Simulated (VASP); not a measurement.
SiC (Moissanite 3C), 2 atoms in the cell. Symmetry: F-43m, No. 216, cubic system. Conventional cell: a = 4.314 Å, b = 4.314 Å, c = 4.314 Å, α = 90.00°, β = 90.00°, γ = 90.00°. Si (site symmetry -43m) has 4 C at 1.87 Å within 2.5 Å. C (site symmetry -43m) has 4 Si at 1.87 Å within 2.5 Å. 

```yaml
Program: VASP 6.6.1
Task: vibrations by perturbation theory
Functional: LDA
Potentials_or_basis: VASP PAW LDA potentials, release 64 (Si, C)
Cutoff: 600 eV
k_mesh: 10 × 10 × 10
Occupations: gaussian, width 0.01 eV
Spin: no spin polarisation
Dipole_correction: no
Further_INCAR_settings: ALGO = Normal; EDIFF = 1e-08; NBANDS = 11; IBRION = 8; NSW = 1
```

Potentials or basis: VASP PAW LDA potentials, release 64 (Si, C).

Command:

```console
$ cat potpaw_LDA.64/Si/POTCAR potpaw_LDA.64/C/POTCAR > POTCAR
$ mpirun -np 1 vasp_std > vasp.out
```

Hardware: 1 thread of Intel Xeon 8259CL, with other jobs on the host.

Q: How long does it take, and how much memory?

A: It took 110 s on 1 thread of Intel Xeon 8259CL, on a shared host, peak memory 0.22 GiB. Counts: scf iterations 36, k points 47.
